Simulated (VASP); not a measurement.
# Y3TaF2 (P-62m) in VASP: a series of runs

Runs on Y3TaF2. Level: PBE. Tasks: relaxation of shape and atoms at fixed volume.

All numbers are computed with VASP 6.6.1; they aren't measurements. Logs are shortened: lines on timing, memory, paths and dates and some standing lists are left out, and cuts for length are marked.

## (1) The cell of the first run

The structure is hexagonal, space group P-62m (No. 189). The conventional cell has a = 7.099 Å, b = 7.099 Å, c = 3.432 Å, α = 90.00°, β = 90.00°, γ = 120.00°. Within 3.2 Å of Y (site symmetry m2m) lie 2 F at 2.26 Å and 2 Ta at 3.10 Å. Within 4.1 Å of Ta (site symmetry -62m) lie 6 Y at 3.10 Å and 2 Ta at 3.43 Å. F (site symmetry -6) has 3 Y at 2.26 Å within 3.0 Å.

## (2) Relaxation of shape and atoms at fixed volume, PBE (24.97 Å³/atom)

The input, INCAR:

```
  PREC = Accurate
  ENCUT = 600
  EDIFF = 1E-7
  ISMEAR = 0
  SIGMA = 0.1
  LREAL = F
  LASPH = T
  NELM = 80
  ALGO = Normal
  ISIF = 4
  LWAVE = F
  LCHARG = F
  GGA = PE
  IBRION = 2
  NSW = 50
  EDIFFG = -0.01
```

The input, KPOINTS:

```
Automatic mesh
0
Gamma
  6 6 10
```

The input, POSCAR:

```
Y3TaF2
1.0
    7.0993104665      0.0000000000      0.0000000000
   -3.5496552332      6.1481832133      0.0000000000
    0.0000000000      0.0000000000      3.4324480700
Y Ta F
3 1 2
Direct
    0.3643061373      0.0000000000      0.0000000000
    0.0000000000      0.3643061373      0.0000000000
    0.6356938627      0.6356938627      0.0000000000
    0.0000000000      0.0000000000      0.5000000000
    0.3333333333      0.6666666667      0.0000000000
    0.6666666667      0.3333333333      0.0000000000
```

Potentials or basis: VASP PAW PBE potentials, release 64 (Y_sv, Ta_pv, F).

Run with:

```bash
$ cat potpaw_PBE.64/Y_sv/POTCAR potpaw_PBE.64/Ta_pv/POTCAR potpaw_PBE.64/F/POTCAR > POTCAR
$ mpirun -np 1 vasp_std > vasp.out
```

OUTCAR:

```text
PREC = Accurate
   ENCUT = 600
   EDIFF = 1E-7
   ISMEAR = 0
   LREAL = F
   LASPH = T
   NELM = 80
   ISIF = 4
   GGA = PE
   IBRION = 2
   NSW = 50
   EDIFFG = -0.01

 ion  position               nearest neighbor table
   1  0.364  0.000  0.000-   5 2.26   6 2.26   4 3.10   4 3.10   3 3.92   2 3.92   3 3.92   2 3.92

   2  0.000  0.364  0.000-   6 2.26   5 2.26   4 3.10   4 3.10   1 3.92   3 3.92   1 3.92   3 3.92

   3  0.636  0.636  0.000-   6 2.26   5 2.26   4 3.10   4 3.10   1 3.92   1 3.92   2 3.92   2 3.92

   4  0.000  0.000  0.500-   2 3.10   2 3.10   3 3.10   3 3.10   1 3.10   1 3.10
   5  0.333  0.667  0.000-   1 2.26   2 2.26   3 2.26
   6  0.667  0.333  0.000-   2 2.26   1 2.26   3 2.26

  LATTYP: Found a hexagonal cell.
 ALAT       =     7.0993104665
 C/A-ratio  =     0.4834903455

  Lattice vectors:

 A1 = (   7.0993104665,   0.0000000000,   0.0000000000)
 A2 = (  -3.5496552332,   6.1481832133,   0.0000000000)
 A3 = (   0.0000000000,   0.0000000000,   3.4324480700)

Analysis of symmetry for initial positions (statically):
=====================================================================
 Subroutine PRICEL returns:
 Original cell was already a primitive cell.

 Routine SETGRP: Setting up the symmetry group for a
 hexagonal supercell.

 Subroutine GETGRP returns: Found 12 space group operations
 (whereof 12 operations were pure point group operations)
 out of a pool of 24 trial point group operations.

The static configuration has the point symmetry D_3h.

Analysis of symmetry for dynamics (positions and initial velocities):
=====================================================================
 Subroutine PRICEL returns:
 Original cell was already a primitive cell.

 Routine SETGRP: Setting up the symmetry group for a
 hexagonal supercell.

 Subroutine GETGRP returns: Found 12 space group operations
 (whereof 12 operations were pure point group operations)
 out of a pool of 24 trial point group operations.

The dynamic configuration has the point symmetry D_3h.

 Subroutine INISYM returns: Found 12 space group operations
 (whereof 12 operations are pure point group operations),
 and found     1 'primitive' translations

----------------------------------------------------------------------------------------

                                     Primitive cell

[... 104 lines left out ...]
   ISIF   =      4    stress and relaxation
   ISYM   =      2    0-nonsym 1-usesym 2-fastsym
   POTIM  = 0.5000    time-step for ionic-motion
   TEBEG  =    0.0;   TEEND  =   0.0 temperature during run
   PSTRESS=    0.0 pullay stress
   NELECT =      58.0000    total number of electrons
   NUPDOWN=      -1.0000    fix difference up-down
   EMIN   =  10.00;   EMAX   =-10.00  energy-range for DOS
   EFERMI =   0.00;   METHOD = LEGACY
   ISMEAR =     0;   SIGMA  =   0.10  broadening in eV -4-tet -1-fermi 0-gaus
   EFERMI_NEDOS =   21; number of points for ismear=-14 and -15
   IALGO  =     38    algorithm
   IMIX   =      4    mixing-type and parameters
     AMIX     =   0.40;   BMIX     =  1.00
     AMIX_MAG =   1.60;   BMIX_MAG =  1.00
  volume/ion in A,a.u.               =      24.97       168.50
  Fermi-wavevector in a.u.,A,eV,Ry     =   1.193150  2.254727 19.369360  1.423608
  Thomas-Fermi vector in A             =   2.329172
   LORBIT       =      0    0 simple, 1 ext, 2 COOP (PROOUT), +10 PAW based schemes
   GGA     = PE    functional components
   LHFCALC =     F    Hartree Fock is set to
   AEXX    =    0.0000 exact exchange contribution
   IVDW    =     0    specifies the selected vdW correction
   LEPSILON=     F    determine dielectric tensor
   LRPA    =     F    only Hartree local field effects (RPA)
 conjugate gradient relaxation of ions
 non-spin polarized calculation
 Gauss-broadening in eV      SIGMA  =   0.10
  energy-cutoff  :      600.00
  volume of cell :      149.82
 maximum number of plane-waves:      5021
 NGX is ok and might be reduce to    60
   NGX = 29   NGY = 29   NGZ = 13

--------------------------------------- Ionic step        1  -------------------------------------------

 number of electron      57.9999996 magnetization

 Free energy of the ion-electron system (eV)
  ---------------------------------------------------
  ext. energy  EPLUGINS =         0.00000000
  ---------------------------------------------------
  free energy    TOTEN  =       -42.93353248 eV

  energy without entropy =      -42.91652228  energy(sigma->0) =      -42.92502738

------------------------ aborting loop because EDIFF is reached ----------------------------------------

  FORCE on cell =-STRESS in cart. coord.  units (eV):
  Direction    XX          YY          ZZ          XY          YZ          ZX
  --------------------------------------------------------------------------------------
  -------------------------------------------------------------------------------------
  Total       -2.0234156     -2.0234156     -1.3512568     -0.0000000      0.0000000      0.0000000
  in kB      -21.6385787    -21.6385787    -14.4504550     -0.0000000      0.0000000      0.0000000
  external PRESSURE =     -19.2425375 kB  Pullay stress =       0.0000000 kB
[... 187 lines left out ...]
--------------------------------------- Ionic step        6  -------------------------------------------

 number of electron      58.0000002 magnetization

 Free energy of the ion-electron system (eV)
  ---------------------------------------------------
  ext. energy  EPLUGINS =         0.00000000
  ---------------------------------------------------
  free energy    TOTEN  =       -42.93614885 eV

  energy without entropy =      -42.91930809  energy(sigma->0) =      -42.92772847

 E-fermi :   2.8931     XC(G=0):  -9.3416

 val. band max:        2.8913581952   @ k =   0.5000   0.0000   0.5000
 cond. band min:       2.8982595627   @ k =   0.1667   0.0000   0.4000
 fundamental gap:      0.0069013675
 Fermi energy:         2.8930722300

 k-point     1 :       0.0000    0.0000    0.0000
  band No.  band energies     occupation
      1     -40.0831      2.00000
      2     -40.0616      2.00000
      3     -40.0616      2.00000
      4     -31.2050      2.00000
      5     -31.1623      2.00000
      6     -31.1623      2.00000
[... 877 lines left out ...]
     33       4.7371      0.00000
     34       4.8221      0.00000

 [... further k-points ...]

------------------------ aborting loop because EDIFF is reached ----------------------------------------

  FORCE on cell =-STRESS in cart. coord.  units (eV):
  Direction    XX          YY          ZZ          XY          YZ          ZX
  --------------------------------------------------------------------------------------
  -------------------------------------------------------------------------------------
  Total       -1.6316899     -1.6316899     -1.6238637     -0.0000000      0.0000000     -0.0000000
  in kB      -17.4494306    -17.4494306    -17.3657366     -0.0000000      0.0000000     -0.0000000
  external PRESSURE =     -17.4215326 kB  Pullay stress =       0.0000000 kB
[... 21 lines left out ...]
  FREE ENERGIE OF THE ION-ELECTRON SYSTEM (eV)
  ---------------------------------------------------
  free  energy   TOTEN  =       -42.9361488518 eV

  energy  without entropy=      -42.9193080922  energy(sigma->0) =      -42.92772847

 reached required accuracy - stopping structural energy minimisation
```

CONTCAR:

```text
Y3TaF2
   1.00000000000000
     7.0760894219763966   -0.0000000000047538   -0.0000000000000000
    -3.5380447109424784    6.1280731988495383    0.0000000000000000
    -0.0000000000000000   -0.0000000000000000    3.4550130223452733
  Y               Ta              F
     3     1     2
Direct
     0.3627794428266042    0.9999999999999999    0.0000000000000000
     0.0000000000000000    0.3627794428266046    0.0000000000000000
     0.6372205571733958    0.6372205571733955    1.0000000000000000
     0.0000000000000000    0.0000000000000000    0.5000000000000000
     0.3333333332999970    0.6666666667000030    0.0000000000000000
     0.6666666667000030    0.3333333332999970    0.0000000000000000

  0.00000000E+00  0.00000000E+00  0.00000000E+00
  0.00000000E+00  0.00000000E+00  0.00000000E+00
  0.00000000E+00  0.00000000E+00  0.00000000E+00
  0.00000000E+00  0.00000000E+00  0.00000000E+00
  0.00000000E+00  0.00000000E+00  0.00000000E+00
  0.00000000E+00  0.00000000E+00  0.00000000E+00
```

Run time: 8.2 min. Hardware: 1 thread of Intel Xeon 6975P-C (Granite Rapids), shared host; peak memory 0.51 GiB.

What came out:

| Item | Value |
| --- | --- |
| Free energy | -42.9361 eV |
| Energy gained by relaxing | 0.4 meV/atom |
| Ionic steps | 6 |
| Pressure after relaxing | -1.7 GPa |
| Band gap on the k mesh | zero (bands 29 and 30 overlap by 0.14 eV) |

The path:
```tsv
step	energy change (eV)	largest force (eV/Å)	pressure (GPa)	volume (Å³)
1	0.0000	0.0237	-1.92	149.82
2	-0.0017	0.0366	-1.83	149.82
3	-0.0020	0.0440	-1.78	149.82
4	-0.0020	0.0447	-1.78	149.82
5	-0.0023	0.0320	-1.77	149.82
6	-0.0026	0.0000	-1.74	149.82
```

Final structure:
```cif
data_structure
_symmetry_space_group_name_H-M 'P 1'
_symmetry_Int_Tables_number 1
_cell_length_a 7.0761
_cell_length_b 7.0761
_cell_length_c 3.4550
_cell_angle_alpha 90.000
_cell_angle_beta 90.000
_cell_angle_gamma 120.000
_cell_volume 149.82
loop_
_atom_site_label
_atom_site_type_symbol
_atom_site_fract_x
_atom_site_fract_y
_atom_site_fract_z
_atom_site_occupancy
Y1 Y 0.36278 0.00000 0.00000 1
Y2 Y 0.00000 0.36278 0.00000 1
Y3 Y 0.63722 0.63722 0.00000 1
Ta1 Ta 0.00000 0.00000 0.50000 1
F1 F 0.33333 0.66667 0.00000 1
F2 F 0.66667 0.33333 0.00000 1
```

Levels at points of the mesh, in eV from the Fermi level:
```
           k point  band 26  band 27  band 28  band 29  band 30  band 31  band 32  band 33
(0.00, 0.00, 0.00)    -1.48    -1.48    -0.56    -0.56     1.07     1.07     1.63     1.99
(0.50, 0.00, 0.00)    -1.67    -1.32    -0.80    -0.63     1.15     1.19     1.24     1.61
(0.00, 0.00, 0.50)    -0.66    -0.66    -0.37    -0.37     0.00     0.00     1.38     1.42
(0.50, 0.00, 0.50)    -0.87    -0.47    -0.23     0.00     0.15     0.86     1.42     2.26
```

Caveat: spin-orbit coupling is left out, which moves the levels of the heavy elements.

## (3) Relaxation of shape and atoms at fixed volume, PBE (26.67 Å³/atom)

This run uses another cell than the first one, of 26.67 Å³/atom.

The input, INCAR:

```
PREC = Accurate ; ENCUT = 600
EDIFF = 1E-7 ; ISMEAR = 0
SIGMA = 0.1 ; LREAL = False
LASPH = True ; NELM = 60
ALGO = Normal ; ISIF = 4
LWAVE = False ; LCHARG = False
GGA = PE ; IBRION = 2
NSW = 50 ; EDIFFG = -0.01
```

KPOINTS is that of step 2.

The input, POSCAR:

```
Y3TaF2
1.0
    7.2098317743      0.0000000000      0.0000000000
   -3.6049158871      6.2438974736      0.0000000000
    0.0000000000      0.0000000000      3.5541971239
Y Ta F
3 1 2
Direct
    0.3617406748      0.0000000000      0.0000000000
    0.0000000000      0.3617406748      0.0000000000
    0.6382593252      0.6382593252      0.0000000000
    0.0000000000      0.0000000000      0.5000000000
    0.3333333333      0.6666666667      0.0000000000
    0.6666666667      0.3333333333      0.0000000000
```

Potentials or basis: VASP PAW PBE potentials, release 64 (Y_sv, Ta_pv, F).

Run with:

```bash
$ cat potpaw_PBE.64/Y_sv/POTCAR potpaw_PBE.64/Ta_pv/POTCAR potpaw_PBE.64/F/POTCAR > POTCAR
$ mpirun -np 1 vasp_std > vasp.out
```

It took 7.7 min on 1 thread of Intel Xeon 6975P-C (Granite Rapids), shared host; peak memory 0.52 GiB.

Results (log left out):

```
Free energy                  : -42.7346 eV
Energy gained by relaxing    : 0.7 meV/atom
Ionic steps                  : 5
Pressure after relaxing      : -4.7 GPa
Largest force after relaxing : 0.007 eV/Å
Band gap on the k mesh       : 0.01 eV (least direct gap 0.13 eV)
```

Forces on the atoms (eV/Å):
```
Y   -0.007  0.000  0.000
Y    0.003 -0.006  0.000
Y    0.003  0.006  0.000
Ta   0.000  0.000  0.000
F    0.000  0.000  0.000
F    0.000  0.000  0.000
```

The path:
```csv
step,energy change (eV),largest force (eV/Å),pressure (GPa),volume (Å³)
1,0.0000,0.0378,-4.88,160.00
2,-0.0023,0.0465,-4.80,160.00
3,-0.0030,0.0554,-4.72,160.00
4,-0.0035,0.0395,-4.71,160.00
5,-0.0040,0.0068,-4.68,160.00
```

Final structure:
```
Y Ta F
1.0
     7.17922    0.00000    0.00000
    -3.58961    6.21739    0.00000
     0.00000    0.00000    3.58457
Y Ta F
3 1 2
Direct
  0.35972 0.00000 0.00000
  0.00000 0.35972 0.00000
  0.64028 0.64028 0.00000
  0.00000 0.00000 0.50000
  0.33333 0.66667 0.00000
  0.66667 0.33333 0.00000
```

Levels at points of the mesh, in eV from the valence-band top:
| k point | band 25 | band 26 | band 27 | band 28 | band 29 | band 30 | band 31 | band 32 | band 33 | band 34 |
| --- | --- | --- | --- | --- | --- | --- | --- | --- | --- | --- |
| (0.00, 0.00, 0.00) | -1.67 | -1.34 | -1.34 | -0.49 | -0.49 | 0.89 | 0.89 | 1.71 | 1.87 | 2.18 |
| (0.50, 0.00, 0.00) | -2.07 | -1.53 | -1.20 | -0.68 | -0.52 | 0.97 | 1.06 | 1.26 | 1.67 | 2.06 |
| (0.00, 0.00, 0.50) | -0.73 | -0.56 | -0.56 | -0.22 | -0.22 | 0.05 | 0.05 | 1.33 | 1.42 | 1.45 |
| (0.50, 0.00, 0.50) | -1.04 | -0.76 | -0.35 | -0.15 | -0.09 | 0.21 | 0.81 | 1.50 | 2.12 | 2.34 |

Caveat: the smearing spreads over this small gap; spin-orbit coupling is left out, which moves the levels of the heavy elements. A k mesh can miss the band edges.

The gap in the log of VASP goes by the Fermi energy; the results here count the filled bands.